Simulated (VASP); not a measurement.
The system is Ni.

```
CELL_PARAMETERS angstrom
0.00000 1.71213 1.71213
1.71213 0.00000 1.71213
1.71213 1.71213 0.00000
ATOMIC_POSITIONS crystal
Ni 0.00000 0.00000 0.00000
```

Base run:

```yaml
Program: VASP 6.6.1
Functional: LDA
Potentials_or_basis: VASP PAW LDA potentials, release 64 (Ni)
Cutoff: 520 eV
k_mesh: 24 × 24 × 24
Occupations: gaussian, width 0.15 eV
Spin: collinear spin, ferromagnetic start
Starting_moments: "[0.5] μB"
Fixed_moment: 0.5 μB
```

Its results: pressure -0.5 GPa; site moments Ni +0.50 μB.

Question: After a change of settings the same cell gave: pressure 4.3 GPa; site moments Ni +0.98 μB. Which change was it?
A. fixed moment from 0.5 μB to 1 μB; moments at the start from [0.5] to [1.0]
B. fixed moment from 0.5 μB to 0.25 μB; moments at the start from [0.5] to [0.25]
C. fixed moment from 0.5 μB to 0.75 μB; moments at the start from [0.5] to [0.75]

Answer: A.

Caveats: the total moment is fixed, so each spin has its own Fermi level.
